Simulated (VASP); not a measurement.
# TePb (F-43m) in VASP: settings compared, part 2 of 2

VASP 6.6.1. Earlier steps stand in the parts before.

**4. Single point, PBE (52.20 Å³/atom)**

This run uses another cell than the first one, of 52.20 Å³/atom.

The input, INCAR:

```
SYSTEM = TePb
PREC = Accurate
ENCUT = 520
EDIFF = 1E-6
ISMEAR = 0
SIGMA = 0.01
LREAL = .False.
LASPH = .True.
NELM = 100
ALGO = Normal
ISIF = 2
LWAVE = .False.
LCHARG = .False.
GGA = PE
NBANDS = 17
```

The input, KPOINTS:

```
Automatic mesh
0
Gamma
  6 6 6
  0 0 0
```

The input, POSCAR:

```
TePb
1.0
    0.0000000000      3.7373120560      3.7373120560
    3.7373120560      0.0000000000      3.7373120560
    3.7373120560      3.7373120560      0.0000000000
Pb Te
1 1
Direct
    0.0000000000      0.0000000000      0.0000000000
    0.2500000000      0.2500000000      0.2500000000
```

Potentials or basis: VASP PAW PBE potentials, release 64 (Pb_d, Te).

Launch:

```sh
$ cat potpaw_PBE.64/Pb_d/POTCAR potpaw_PBE.64/Te/POTCAR > POTCAR
$ mpirun -np 1 vasp_std > vasp.out
```

OUTCAR:

```text
SYSTEM = TePb
   PREC = Accurate
   ENCUT = 520
   EDIFF = 1E-6
   ISMEAR = 0
   LREAL = .False.
   LASPH = .True.
   NELM = 100
   ISIF = 2
   GGA = PE

 ion  position               nearest neighbor table
   1  0.000  0.000  0.000-   2 3.24   2 3.24   2 3.24   2 3.24
   2  0.250  0.250  0.250-   1 3.24   1 3.24   1 3.24   1 3.24

  LATTYP: Found a face centered cubic cell.
 ALAT       =     7.4746241120

  Lattice vectors:

 A1 = (   0.0000000000,   3.7373120560,   3.7373120560)
 A2 = (   3.7373120560,   0.0000000000,   3.7373120560)
 A3 = (   3.7373120560,   3.7373120560,   0.0000000000)

Analysis of symmetry for initial positions (statically):
=====================================================================
 Subroutine PRICEL returns:
 Original cell was already a primitive cell.

 Routine SETGRP: Setting up the symmetry group for a
 face centered cubic supercell.

 Subroutine GETGRP returns: Found 24 space group operations
 (whereof 24 operations were pure point group operations)
 out of a pool of 48 trial point group operations.

The static configuration has the point symmetry T_d .

Analysis of symmetry for dynamics (positions and initial velocities):
=====================================================================
 Subroutine PRICEL returns:
 Original cell was already a primitive cell.

 Routine SETGRP: Setting up the symmetry group for a
 face centered cubic supercell.

 Subroutine GETGRP returns: Found 24 space group operations
 (whereof 24 operations were pure point group operations)
 out of a pool of 48 trial point group operations.

The dynamic configuration has the point symmetry T_d .

 Subroutine INISYM returns: Found 24 space group operations
 (whereof 24 operations are pure point group operations),
 and found     1 'primitive' translations

----------------------------------------------------------------------------------------

                                     Primitive cell

  volume of cell :     104.4018

  direct lattice vectors                    reciprocal lattice vectors
     0.000000000  3.737312056  3.737312056    -0.133785992  0.133785992  0.133785992
     3.737312056  0.000000000  3.737312056     0.133785992 -0.133785992  0.133785992
     3.737312056  3.737312056  0.000000000     0.133785992  0.133785992 -0.133785992

  length of vectors
     5.285357396  5.285357396  5.285357396     0.231724135  0.231724135  0.231724135

  position of ions in fractional coordinates (direct lattice)
     0.000000000  0.000000000  0.000000000
     0.250000000  0.250000000  0.250000000

  ion indices of the primitive-cell ions
   primitive index   ion index
                 1           1
                 2           2

----------------------------------------------------------------------------------------

 KPOINTS: Automatic mesh

Automatic generation of k-mesh.
 Grid dimensions read from file:
 generate k-points for:    6    6    6

 Generating k-lattice:

  Cartesian coordinates                     Fractional coordinates (reciprocal lattice)
    -0.022297665  0.022297665  0.022297665     0.166666667  0.000000000  0.000000000
     0.022297665 -0.022297665  0.022297665     0.000000000  0.166666667  0.000000000
     0.022297665  0.022297665 -0.022297665     0.000000000  0.000000000  0.166666667

  Length of vectors
     0.038620689  0.038620689  0.038620689

  Shift w.r.t. Gamma in fractional coordinates (k-lattice)
     0.000000000  0.000000000  0.000000000

 Subroutine IBZKPT returns following result:
 ===========================================

 Found     16 irreducible k-points:

 Following reciprocal coordinates:
            Coordinates               Weight
  0.000000  0.000000  0.000000      1.000000
  0.166667  0.000000  0.000000      8.000000
  0.333333  0.000000  0.000000      8.000000
  0.500000  0.000000  0.000000      4.000000
  0.166667  0.166667  0.000000      6.000000
  0.333333  0.166667  0.000000     24.000000
[... 8 lines left out ...]
 -0.333333  0.333333  0.166667     24.000000
 -0.333333  0.500000  0.166667     12.000000
   k-points           NKPTS =     16   k-points in BZ     NKDIM =     16   number of bands    NBANDS=     17
   number of dos      NEDOS =    301   number of ions     NIONS =      2
   total plane-waves  NPLWV =  64000
   dimension x,y,z NGX =    40 NGY =   40 NGZ =   40
   dimension x,y,z NGXF=    80 NGYF=   80 NGZF=   80
   ions per type =               1   1
   NGX,Y,Z   is equivalent  to a cutoff of  12.58, 12.58, 12.58 a.u.
   NGXF,Y,Z  is equivalent  to a cutoff of  25.16, 25.16, 25.16 a.u.
 SYSTEM =  TePb
   PREC   = accura    normal or accurate (medium, high low for compatibility)
   ISTART =      0    job   : 0-new  1-cont  2-samecut
   ICHARG =      2    charge: 1-file 2-atom 10-const
   ISPIN  =      1    spin polarized calculation?
   LNONCOLLINEAR =      F non collinear calculations
   LSORBIT =      F    spin-orbit coupling
   LASPH  =      T    aspherical Exc in radial PAW
   ENCUT  =  520.0 eV  38.22 Ry    6.18 a.u.   9.83  9.83  9.83*2*pi/ulx,y,z
   NELM   =    100;   NELMIN=  2; NELMDL= -5     # of ELM steps
   EDIFF  = 0.1E-05   stopping-criterion for ELM
   LREAL  =      F    real-space projection
   EDIFFG = 0.1E-04   stopping-criterion for IOM
   NSW    =      0    number of steps for IOM
   IBRION =     -1    ionic relax: 0-MD 1-quasi-New 2-CG
   NFREE  =      0    steps in history (QN), initial steepest desc. (CG)
   ISIF   =      2    stress and relaxation
   ISYM   =      2    0-nonsym 1-usesym 2-fastsym
   POTIM  = 0.5000    time-step for ionic-motion
   TEBEG  =    0.0;   TEEND  =   0.0 temperature during run
   PSTRESS=    0.0 pullay stress
   NELECT =      20.0000    total number of electrons
   NUPDOWN=      -1.0000    fix difference up-down
   EMIN   =  10.00;   EMAX   =-10.00  energy-range for DOS
   EFERMI =   0.00;   METHOD = LEGACY
   ISMEAR =     0;   SIGMA  =   0.01  broadening in eV -4-tet -1-fermi 0-gaus
   EFERMI_NEDOS =   21; number of points for ismear=-14 and -15
   IALGO  =     38    algorithm
   IMIX   =      4    mixing-type and parameters
     AMIX     =   0.40;   BMIX     =  1.00
     AMIX_MAG =   1.60;   BMIX_MAG =  1.00
  volume/ion in A,a.u.               =      52.20       352.27
  Fermi-wavevector in a.u.,A,eV,Ry     =   0.943732  1.783395 12.117765  0.890631
  Thomas-Fermi vector in A             =   2.071468
   LORBIT       =      0    0 simple, 1 ext, 2 COOP (PROOUT), +10 PAW based schemes
   GGA     = PE    functional components
   LHFCALC =     F    Hartree Fock is set to
   AEXX    =    0.0000 exact exchange contribution
   IVDW    =     0    specifies the selected vdW correction
   LEPSILON=     F    determine dielectric tensor
   LRPA    =     F    only Hartree local field effects (RPA)
 non-spin polarized calculation
 Gauss-broadening in eV      SIGMA  =   0.01
  energy-cutoff  :      520.00
  volume of cell :      104.40
 maximum number of plane-waves:      2824
   NGX = 19   NGY = 19   NGZ = 19

 number of electron      20.0000001 magnetization

 Free energy of the ion-electron system (eV)
  ---------------------------------------------------
  ext. energy  EPLUGINS =         0.00000000
  ---------------------------------------------------
  free energy    TOTEN  =        -7.12342119 eV

  energy without entropy =       -7.12342119  energy(sigma->0) =       -7.12342119

 E-fermi :   2.0458     XC(G=0):  -7.1392

 val. band max:        1.9916900104   @ k =  -0.3333   0.5000   0.1667
 cond. band min:       2.8567780335   @ k =   0.5000   0.5000   0.0000
 fundamental gap:      0.8650880231
 Fermi energy:         2.0458306114

 k-point     1 :       0.0000    0.0000    0.0000
  band No.  band energies     occupation
      1     -14.7820      2.00000
      2     -14.7820      2.00000
      3     -14.7820      2.00000
      4     -14.7674      2.00000
      5     -14.7674      2.00000
      6      -8.8289      2.00000
[... 9 lines left out ...]
     16       9.1843      0.00000
     17      10.1015      0.00000
[... 281 lines left out ...]
 k-point    16 :      -0.3333    0.5000    0.1667
  band No.  band energies     occupation
      1     -14.7918      2.00000
      2     -14.7772      2.00000
      3     -14.7755      2.00000
      4     -14.7686      2.00000
      5     -14.7661      2.00000
      6      -7.9225      2.00000
[... 9 lines left out ...]
     16      10.2503      0.00000
     17      10.4595      0.00000

------------------------ aborting loop because EDIFF is reached ----------------------------------------

  FORCE on cell =-STRESS in cart. coord.  units (eV):
  Direction    XX          YY          ZZ          XY          YZ          ZX
  --------------------------------------------------------------------------------------
  -------------------------------------------------------------------------------------
  Total       -0.8149803     -0.8149803     -0.8149803     -0.0000000      0.0000000     -0.0000000
  in kB      -12.5068975    -12.5068975    -12.5068975     -0.0000000      0.0000000     -0.0000000
  external PRESSURE =     -12.5068975 kB  Pullay stress =       0.0000000 kB

 VOLUME and BASIS-vectors are now :
 -----------------------------------------------------------------------------
  energy-cutoff  :      520.00
  volume of cell :      104.40
      direct lattice vectors                 reciprocal lattice vectors
     0.000000000  3.737312056  3.737312056    -0.133785992  0.133785992  0.133785992
     3.737312056  0.000000000  3.737312056     0.133785992 -0.133785992  0.133785992
     3.737312056  3.737312056  0.000000000     0.133785992  0.133785992 -0.133785992

 POSITION                                       TOTAL-FORCE (eV/Angst)
 -----------------------------------------------------------------------------------
      0.00000      0.00000      0.00000        -0.000000     -0.000000     -0.000000
      1.86866      1.86866      1.86866         0.000000      0.000000      0.000000
 -----------------------------------------------------------------------------------
    total drift:                                0.000000      0.000000      0.000000

  FREE ENERGIE OF THE ION-ELECTRON SYSTEM (eV)
  ---------------------------------------------------
  free  energy   TOTEN  =        -7.1234211941 eV

  energy  without entropy=       -7.1234211941  energy(sigma->0) =       -7.12342119
```

OSZICAR:

```text
N       E                     dE             d eps       ncg     rms          rms(c)
DAV:   1     0.147273759658E+03    0.14727E+03   -0.85517E+03   552   0.102E+03
DAV:   2     0.386774093897E+01   -0.14341E+03   -0.13961E+03   609   0.269E+02
DAV:   3    -0.703447577460E+01   -0.10902E+02   -0.10852E+02   647   0.814E+01
DAV:   4    -0.736717233569E+01   -0.33270E+00   -0.33252E+00   704   0.184E+01
DAV:   5    -0.738276739661E+01   -0.15595E-01   -0.15595E-01   728   0.349E+00    0.292E+00
DAV:   6    -0.712084620132E+01    0.26192E+00   -0.68479E-01   741   0.412E+00    0.178E+00
DAV:   7    -0.711764292585E+01    0.32033E-02   -0.12835E-01   563   0.137E+00    0.944E-01
DAV:   8    -0.712243171981E+01   -0.47888E-02   -0.14564E-02   567   0.102E+00    0.190E-01
DAV:   9    -0.712284254633E+01   -0.41083E-03   -0.42751E-03   593   0.405E-01    0.621E-02
DAV:  10    -0.712324583794E+01   -0.40329E-03   -0.77866E-04   566   0.136E-01    0.412E-02
DAV:  11    -0.712340919267E+01   -0.16335E-03   -0.22699E-04   558   0.698E-02    0.163E-02
DAV:  12    -0.712341771851E+01   -0.85258E-05   -0.11535E-05   735   0.287E-02    0.683E-03
DAV:  13    -0.712342101017E+01   -0.32917E-05   -0.48789E-06   550   0.108E-02    0.395E-03
DAV:  14    -0.712342119409E+01   -0.18392E-06   -0.13542E-07   590   0.330E-03
   1 F= -.71234212E+01 E0= -.71234212E+01  d E =-.583569E-16
```

Wall time 32 s (1 thread of Intel Xeon Platinum 8488C (Sapphire Rapids), shared host); peak memory 0.25 GiB.

Results:

| Property | Result |
| --- | --- |
| Free energy | -7.1234 eV |
| Pressure | -1.3 GPa |
| Band gap on the k mesh | 0.87 eV (least direct gap 1.23 eV) |

Caveat: spin-orbit coupling is left out, which moves the levels of the heavy elements.

**5. Single point, r2SCAN (45.39 Å³/atom)**

This run uses another cell than the first one, of 45.39 Å³/atom.

The input, POSCAR:

```
TePb
1.0
    0.0000000000      3.5671569890      3.5671569890
    3.5671569890      0.0000000000      3.5671569890
    3.5671569890      3.5671569890      0.0000000000
Pb Te
1 1
Direct
    0.0000000000      0.0000000000      0.0000000000
    0.2500000000      0.2500000000      0.2500000000
```

The input, INCAR.step1:

```
ALGO = Normal
EDIFF = 1E-4
ENCUT = 520
GGA = PE
ISMEAR = 0
LASPH = True
LCHARG = False
LREAL = False
LWAVE = True
NBANDS = 17
NELM = 60
PREC = Accurate
SIGMA = 0.01
```

The input, INCAR.step2:

```
ALGO = Normal
EDIFF = 1E-7
ENCUT = 520
ISIF = 2
ISMEAR = 0
ISTART = 1
LASPH = True
LCHARG = True
LELF = True
LMIXTAU = True
LREAL = False
LVHAR = True
LWAVE = False
METAGGA = R2SCAN
NBANDS = 17
NELM = 60
PREC = Accurate
SIGMA = 0.01
```

The input, KPOINTS:

```
k-points
0
Gamma
  6 6 6
```

Launch:

```sh
$ cat potpaw_PBE.64/Pb_d/POTCAR potpaw_PBE.64/Te/POTCAR > POTCAR
$ cp INCAR.step1 INCAR
$ mpirun -np 1 vasp_std > vasp.out
$ cp INCAR.step2 INCAR
$ mpirun -np 1 vasp_std > vasp.out
```

Wall time 1.8 min (1 thread of Intel Xeon Platinum 8488C (Sapphire Rapids), shared host); peak memory 0.26 GiB.

It converged, with:

```
Free energy            : -82.1789 eV
Pressure               : 1.9 GPa
Band gap on the k mesh : 0.77 eV (least direct gap 1.31 eV)
```

Levels at points of the mesh, in eV from the valence-band top:
```csv
k point,band 7,band 8,band 9,band 10,band 11,band 12,band 13,band 14
"(0.00, 0.00, 0.00)",-5.96,-1.57,-1.57,-1.57,1.79,1.79,1.79,4.40
"(0.50, 0.00, 0.00)",-8.07,-2.19,-2.19,-1.94,2.68,2.68,4.38,6.13
"(0.50, 0.50, 0.00)",-8.68,-2.95,-2.95,-0.54,0.77,5.10,5.10,6.19
```

Caveat: the PAW data sets were made with another functional, which shifts forces and pressure a little; spin-orbit coupling is left out, which moves the levels of the heavy elements. A k mesh can miss the band edges.

**6. Summary**

```tsv
level	cell	gap on the mesh (eV)	pressure (GPa)
PBE	a = 5.184 Å, angles 60.0°, 2 atoms	0.77	0.0
PBE	a = 5.235 Å, angles 60.0°, 2 atoms	0.82	-0.7
PBE	a = 5.285 Å, angles 60.0°, 2 atoms	0.87	-1.3
r2SCAN	a = 5.045 Å, angles 60.0°, 2 atoms	0.77	1.9
```

Alike in all rows: task single point; potentials or basis VASP PAW PBE potentials, release 64 (Pb_d, Te); no spin polarisation; k mesh 6 × 6 × 6; cutoff (eV) 520; smearing gaussian 0.01 eV.

Caveats: spin-orbit coupling is left out, which moves the levels of the heavy elements; the PAW data sets were made with another functional, which shifts forces and pressure a little (at least some runs).

Total energies depend on the potentials used, so only differences within one code and one set of settings carry meaning.
